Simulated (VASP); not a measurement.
# GaSb (Immm) in VASP: further runs

GaSb is run at these levels: PBE; tasks: single point.

Everything below comes from runs of VASP 6.6.1. Logs are shortened: lines on timing, memory, paths and dates and some standing lists are left out, and cuts for length are marked.

## Step 1: The cell of the first run

Symmetry: Immm, No. 71, orthorhombic system. The conventional cell has a = 3.382 Å, b = 5.320 Å, c = 5.911 Å, α = 90.00°, β = 90.00°, γ = 90.00°. Within 3.9 Å of Ga (site symmetry mmm) lie 6 Sb at 2.96 to 3.15 Å and 2 Ga at 3.38 Å. Sb (site symmetry mmm) has 6 Ga at 2.96 to 3.15 Å and 2 Sb at 3.38 Å within 3.9 Å.

## Step 2: Single point, PBE (26.59 Å³/atom)

INCAR

```
SYSTEM = GaSb
PREC = Accurate
ENCUT = 520
EDIFF = 1E-6
ISMEAR = 0
SIGMA = 0.15
LREAL = .False.
LASPH = .True.
NELM = 100
ALGO = Normal
ISIF = 2
LWAVE = .False.
LCHARG = .True.
GGA = PE
LELF = .True.
LVHAR = .True.
NBANDS = 16
```

KPOINTS

```
regular mesh
0
Gamma
  18 18 18
  0 0 0
```

POSCAR

```
GaSb
1.0
   -1.6908521113      2.6600985393      2.9555342130
    1.6908521113     -2.6600985393      2.9555342130
    1.6908521113      2.6600985393     -2.9555342130
Ga Sb
1 1
Direct
    0.0000000000      0.0000000000      0.0000000000
    0.5000000000      0.5000000000      0.0000000000
```

Potentials or basis: VASP PAW PBE potentials, release 64 (Ga_d, Sb).

Started as:

```console
$ cat potpaw_PBE.64/Ga_d/POTCAR potpaw_PBE.64/Sb/POTCAR > POTCAR
$ mpirun -np 1 vasp_std > vasp.out
```

OUTCAR:

```text
SYSTEM = GaSb
   PREC = Accurate
   ENCUT = 520
   EDIFF = 1E-6
   ISMEAR = 0
   LREAL = .False.
   LASPH = .True.
   NELM = 100
   ISIF = 2
   GGA = PE

 ion  position               nearest neighbor table
   1  0.000  0.000  0.000-   2 2.96   2 2.96   2 3.15   2 3.15   2 3.15   2 3.15
   2  0.500  0.500  0.000-   1 2.96   1 2.96   1 3.15   1 3.15   1 3.15   1 3.15

  LATTYP: Found a body centered orthorhombic cell.
 ALAT       =     3.3817042226
 B/A-ratio  =     1.5732295696
 C/A-ratio  =     1.7479554795

  Lattice vectors:

 A1 = (  -1.6908521113,   2.6600985393,   2.9555342130)
 A2 = (   1.6908521113,  -2.6600985393,   2.9555342130)
 A3 = (   1.6908521113,   2.6600985393,  -2.9555342130)

Analysis of symmetry for initial positions (statically):
=====================================================================
 Subroutine PRICEL returns:
 Original cell was already a primitive cell.

 Routine SETGRP: Setting up the symmetry group for a
 body centered orthorhombic supercell.

 Subroutine GETGRP returns: Found  8 space group operations
 (whereof  8 operations were pure point group operations)
 out of a pool of  8 trial point group operations.

The static configuration has the point symmetry D_2h.

Analysis of symmetry for dynamics (positions and initial velocities):
=====================================================================
 Subroutine PRICEL returns:
 Original cell was already a primitive cell.

 Routine SETGRP: Setting up the symmetry group for a
 body centered orthorhombic supercell.

 Subroutine GETGRP returns: Found  8 space group operations
 (whereof  8 operations were pure point group operations)
 out of a pool of  8 trial point group operations.

The dynamic configuration has the point symmetry D_2h.

 Subroutine INISYM returns: Found  8 space group operations
 (whereof  8 operations are pure point group operations),
 and found     1 'primitive' translations

----------------------------------------------------------------------------------------

                                     Primitive cell

  volume of cell :      53.1740

  direct lattice vectors                    reciprocal lattice vectors
    -1.690852111  2.660098539  2.955534213     0.000000000  0.187962962  0.169174154
     1.690852111 -2.660098539  2.955534213     0.295708889  0.000000000  0.169174154
     1.690852111  2.660098539 -2.955534213     0.295708889  0.187962962  0.000000000

  length of vectors
     4.320912819  4.320912819  4.320912819     0.252883312  0.340681144  0.350390956

  position of ions in fractional coordinates (direct lattice)
     0.000000000  0.000000000  0.000000000
     0.500000000  0.500000000  0.000000000

  ion indices of the primitive-cell ions
   primitive index   ion index
                 1           1
                 2           2

----------------------------------------------------------------------------------------

 KPOINTS: regular mesh

Automatic generation of k-mesh.
 Grid dimensions read from file:
 generate k-points for:   18   18   18

 Generating k-lattice:

  Cartesian coordinates                     Fractional coordinates (reciprocal lattice)
     0.000000000  0.010442387  0.009398564     0.055555556  0.000000000 -0.000000000
     0.016428272  0.000000000  0.009398564     0.000000000  0.055555556  0.000000000
     0.016428272  0.010442387  0.000000000    -0.000000000  0.000000000  0.055555556

  Length of vectors
     0.014049073  0.018926730  0.019466164

  Shift w.r.t. Gamma in fractional coordinates (k-lattice)
     0.000000000  0.000000000  0.000000000

 Subroutine IBZKPT returns following result:
 ===========================================

 Found    865 irreducible k-points:

 Following reciprocal coordinates:
            Coordinates               Weight
  0.000000  0.000000  0.000000      1.000000
  0.055556 -0.000000  0.000000      4.000000
  0.111111 -0.000000  0.000000      4.000000
  0.166667 -0.000000  0.000000      4.000000
  0.222222  0.000000 -0.000000      4.000000
  0.277778 -0.000000  0.000000      4.000000
[... 16 lines left out ...]
 -0.333333  0.055556  0.000000      8.000000
 -0.277778  0.055556 -0.000000      8.000000
 [... further k-points ...]
   k-points           NKPTS =    865   k-points in BZ     NKDIM =    865   number of bands    NBANDS=     16
   number of dos      NEDOS =    301   number of ions     NIONS =      2
   total plane-waves  NPLWV =  32768
   dimension x,y,z NGX =    32 NGY =   32 NGZ =   32
   dimension x,y,z NGXF=    64 NGYF=   64 NGZF=   64
   ions per type =               1   1
   NGX,Y,Z   is equivalent  to a cutoff of  12.31, 12.31, 12.31 a.u.
   NGXF,Y,Z  is equivalent  to a cutoff of  24.62, 24.62, 24.62 a.u.
 SYSTEM =  GaSb
   PREC   = accura    normal or accurate (medium, high low for compatibility)
   ISTART =      0    job   : 0-new  1-cont  2-samecut
   ICHARG =      2    charge: 1-file 2-atom 10-const
   ISPIN  =      1    spin polarized calculation?
   LNONCOLLINEAR =      F non collinear calculations
   LSORBIT =      F    spin-orbit coupling
   LASPH  =      T    aspherical Exc in radial PAW
   ENCUT  =  520.0 eV  38.22 Ry    6.18 a.u.   8.03  8.03  8.03*2*pi/ulx,y,z
   NELM   =    100;   NELMIN=  2; NELMDL= -5     # of ELM steps
   EDIFF  = 0.1E-05   stopping-criterion for ELM
   LREAL  =      F    real-space projection
[... 7 lines left out ...]
   TEBEG  =    0.0;   TEEND  =   0.0 temperature during run
   PSTRESS=    0.0 pullay stress
   NELECT =      18.0000    total number of electrons
   NUPDOWN=      -1.0000    fix difference up-down
   EMIN   =  10.00;   EMAX   =-10.00  energy-range for DOS
   EFERMI =   0.00;   METHOD = LEGACY
   ISMEAR =     0;   SIGMA  =   0.15  broadening in eV -4-tet -1-fermi 0-gaus
   EFERMI_NEDOS =   21; number of points for ismear=-14 and -15
   IALGO  =     38    algorithm
   IMIX   =      4    mixing-type and parameters
     AMIX     =   0.40;   BMIX     =  1.00
     AMIX_MAG =   1.60;   BMIX_MAG =  1.00
  volume/ion in A,a.u.               =      26.59       179.42
  Fermi-wavevector in a.u.,A,eV,Ry     =   1.140948  2.156079 17.711555  1.301763
  Thomas-Fermi vector in A             =   2.277649
   LORBIT       =      0    0 simple, 1 ext, 2 COOP (PROOUT), +10 PAW based schemes
   GGA     = PE    functional components
   LHFCALC =     F    Hartree Fock is set to
   AEXX    =    0.0000 exact exchange contribution
   IVDW    =     0    specifies the selected vdW correction
   LEPSILON=     F    determine dielectric tensor
   LRPA    =     F    only Hartree local field effects (RPA)
 non-spin polarized calculation
 Gauss-broadening in eV      SIGMA  =   0.15
  energy-cutoff  :      520.00
  volume of cell :       53.17
 maximum number of plane-waves:      1454
   NGX = 17   NGY = 17   NGZ = 17

 number of electron      17.9999993 magnetization

 Free energy of the ion-electron system (eV)
  ---------------------------------------------------
  ext. energy  EPLUGINS =         0.00000000
  ---------------------------------------------------
  free energy    TOTEN  =        -6.91419412 eV

  energy without entropy =       -6.90410781  energy(sigma->0) =       -6.90915096

 E-fermi :   5.4740     XC(G=0):  -9.8021

 val. band max:        5.4724305801   @ k =   0.3889   0.0556  -0.0000
 cond. band min:       5.4781475112   @ k =  -0.2222   0.2222  -0.0000
 fundamental gap:      0.0057169312
 Fermi energy:         5.4739678611

 k-point     1 :       0.0000    0.0000    0.0000
  band No.  band energies     occupation
      1      -9.3299      2.00000
      2      -9.2759      2.00000
      3      -9.2650      2.00000
      4      -9.2613      2.00000
      5      -9.2489      2.00000
      6      -5.7213      2.00000
[... 8 lines left out ...]
     15      14.1262      0.00000
     16      14.7521      0.00000

 k-point     2 :       0.0556   -0.0000    0.0000
  band No.  band energies     occupation
      1      -9.3298      2.00000
      2      -9.2759      2.00000
      3      -9.2654      2.00000
      4      -9.2611      2.00000
      5      -9.2488      2.00000
      6      -5.6959      2.00000
[... 8 lines left out ...]
     15      14.1328      0.00000
     16      14.9342      0.00000

 k-point     3 :       0.1111   -0.0000    0.0000
  band No.  band energies     occupation
      1      -9.3296      2.00000
      2      -9.2759      2.00000
      3      -9.2666      2.00000
      4      -9.2603      2.00000
      5      -9.2486      2.00000
      6      -5.6201      2.00000
[... 8 lines left out ...]
     15      14.0106      0.00000
     16      15.4770      0.00000

 k-point     4 :       0.1667   -0.0000    0.0000
  band No.  band energies     occupation
      1      -9.3293      2.00000
      2      -9.2758      2.00000
      3      -9.2683      2.00000
      4      -9.2591      2.00000
      5      -9.2483      2.00000
      6      -5.4956      2.00000
[... 8 lines left out ...]
     15      13.8189      0.00000
     16      15.7477      0.00000

 k-point     5 :       0.2222    0.0000   -0.0000
  band No.  band energies     occupation
      1      -9.3289      2.00000
      2      -9.2758      2.00000
      3      -9.2705      2.00000
      4      -9.2576      2.00000
      5      -9.2479      2.00000
      6      -5.3258      2.00000
[... 8 lines left out ...]
     15      13.6350      0.00000
     16      15.3166      0.00000

 k-point     6 :       0.2778   -0.0000    0.0000
  band No.  band energies     occupation
      1      -9.3285      2.00000
      2      -9.2758      2.00000
      3      -9.2728      2.00000
      4      -9.2560      2.00000
      5      -9.2474      2.00000
      6      -5.1173      2.00000
[... 8 lines left out ...]
     15      13.4986      0.00000
     16      14.8797      0.00000

 k-point     7 :       0.3333    0.0000    0.0000
  band No.  band energies     occupation
      1      -9.3282      2.00000
      2      -9.2758      2.00000
      3      -9.2750      2.00000
      4      -9.2546      2.00000
      5      -9.2469      2.00000
      6      -4.8825      2.00000
[... 8 lines left out ...]
     15      13.6844      0.00000
     16      14.5342      0.00000

 k-point     8 :       0.3889    0.0000    0.0000
  band No.  band energies     occupation
      1      -9.3280      2.00000
      2      -9.2767      2.00000
      3      -9.2759      2.00000
      4      -9.2534      2.00000
      5      -9.2466      2.00000
      6      -4.6460      2.00000
[... 8 lines left out ...]
     15      14.2146      0.00000
     16      14.8241      0.00000

 k-point     9 :       0.4444    0.0000   -0.0000
  band No.  band energies     occupation
      1      -9.3278      2.00000
      2      -9.2779      2.00000
      3      -9.2759      2.00000
      4      -9.2526      2.00000
      5      -9.2463      2.00000
      6      -4.4547      2.00000
[... 8 lines left out ...]
     15      14.0761      0.00000
     16      16.0249      0.00000
[... 172 lines left out ...]
 k-point    19 :       0.4444    0.0556   -0.0000
  band No.  band energies     occupation
      1      -9.3254      2.00000
      2      -9.2783      2.00000
      3      -9.2772      2.00000
      4      -9.2522      2.00000
      5      -9.2472      2.00000
      6      -4.3599      2.00000
[... 8 lines left out ...]
     15      14.6414      0.00000
     16      16.5737      0.00000

 k-point    20 :       0.5000    0.0556   -0.0000
  band No.  band energies     occupation
      1      -9.3254      2.00000
      2      -9.2784      2.00000
      3      -9.2771      2.00000
      4      -9.2522      2.00000
      5      -9.2472      2.00000
      6      -4.3511      2.00000
[... 8 lines left out ...]
     15      14.5739      0.00000
     16      16.5932      0.00000

 k-point    21 :      -0.4444    0.0556    0.0000
  band No.  band energies     occupation
      1      -9.3255      2.00000
      2      -9.2780      2.00000
      3      -9.2766      2.00000
      4      -9.2527      2.00000
      5      -9.2473      2.00000
      6      -4.4871      2.00000
[... 8 lines left out ...]
     15      14.5605      0.00000
     16      15.4491      0.00000

 k-point    22 :      -0.3889    0.0556    0.0000
  band No.  band energies     occupation
      1      -9.3257      2.00000
      2      -9.2777      2.00000
      3      -9.2754      2.00000
      4      -9.2538      2.00000
      5      -9.2476      2.00000
      6      -4.7055      2.00000
[... 8 lines left out ...]
     15      14.1988      0.00000
     16      14.8066      0.00000

 k-point    23 :      -0.3333    0.0556    0.0000
  band No.  band energies     occupation
      1      -9.3260      2.00000
      2      -9.2775      2.00000
      3      -9.2736      2.00000
      4      -9.2551      2.00000
      5      -9.2480      2.00000
      6      -4.9449      2.00000
[... 8 lines left out ...]
     15      13.9485      0.00000
     16      14.9359      0.00000

 k-point    24 :      -0.2778    0.0556   -0.0000
  band No.  band energies     occupation
      1      -9.3264      2.00000
      2      -9.2774      2.00000
      3      -9.2714      2.00000
      4      -9.2566      2.00000
      5      -9.2484      2.00000
      6      -5.1699      2.00000
[... 8 lines left out ...]
     15      14.0777      0.00000
     16      15.1807      0.00000

 [... further k-points ...]

------------------------ aborting loop because EDIFF is reached ----------------------------------------

  FORCE on cell =-STRESS in cart. coord.  units (eV):
  Direction    XX          YY          ZZ          XY          YZ          ZX
  --------------------------------------------------------------------------------------
  -------------------------------------------------------------------------------------
  Total       -1.5325285     -1.3843292     -1.2309069      0.0000000      0.0000000      0.0000000
  in kB      -46.1763714    -41.7110025    -37.0882613      0.0000000      0.0000000      0.0000000
  external PRESSURE =     -41.6585451 kB  Pullay stress =       0.0000000 kB

 VOLUME and BASIS-vectors are now :
 -----------------------------------------------------------------------------
  energy-cutoff  :      520.00
  volume of cell :       53.17
      direct lattice vectors                 reciprocal lattice vectors
    -1.690852111  2.660098539  2.955534213     0.000000000  0.187962962  0.169174154
     1.690852111 -2.660098539  2.955534213     0.295708889  0.000000000  0.169174154
     1.690852111  2.660098539 -2.955534213     0.295708889  0.187962962  0.000000000

 POSITION                                       TOTAL-FORCE (eV/Angst)
 -----------------------------------------------------------------------------------
      0.00000      0.00000      0.00000        -0.000000     -0.000000      0.000000
      0.00000      0.00000      2.95553         0.000000      0.000000     -0.000000
 -----------------------------------------------------------------------------------
    total drift:                               -0.000000     -0.000000     -0.000000

  FREE ENERGIE OF THE ION-ELECTRON SYSTEM (eV)
  ---------------------------------------------------
  free  energy   TOTEN  =        -6.9141941181 eV

  energy  without entropy=       -6.9041078052  energy(sigma->0) =       -6.90915096
```

Run time: 7 min. Hardware: 1 thread of Intel Xeon Platinum 8259CL at 2.50GHz (Skylake/Cascade Lake), shared host; peak memory 0.81 GiB.

What came out:

* Free energy: -6.9142 eV
* Pressure: -4.2 GPa
* Band gap on the k mesh: zero (bands 9 and 10 overlap by 4.60 eV)

Stress tensor (GPa, compression positive):
```
-4.62  0.00  0.00
 0.00 -4.17  0.00
 0.00  0.00 -3.71
```

Levels at points of the mesh, in eV from the Fermi level:
```tsv
k point	band 6	band 7	band 8	band 9	band 10	band 11	band 12	band 13
(0.00, 0.00, 0.00)	-11.20	-2.82	-1.58	-1.17	3.77	3.87	6.13	6.64
(0.50, 0.00, 0.00)	-9.85	-7.36	0.14	1.78	2.37	3.00	3.30	5.51
(0.00, 0.50, 0.00)	-8.21	-5.86	-1.49	-0.30	0.01	1.19	2.38	3.33
(0.50, 0.50, 0.00)	-8.19	-4.43	-3.40	-1.76	-1.75	3.43	4.18	6.63
(0.50, 0.50, 0.50)	-8.95	-5.36	-4.49	-4.04	1.84	5.75	8.61	9.44
```

Caveat: the cell stands under tension; spin-orbit coupling is left out, which moves the levels of the heavy elements.

(Part 1 of 2 ends here.)
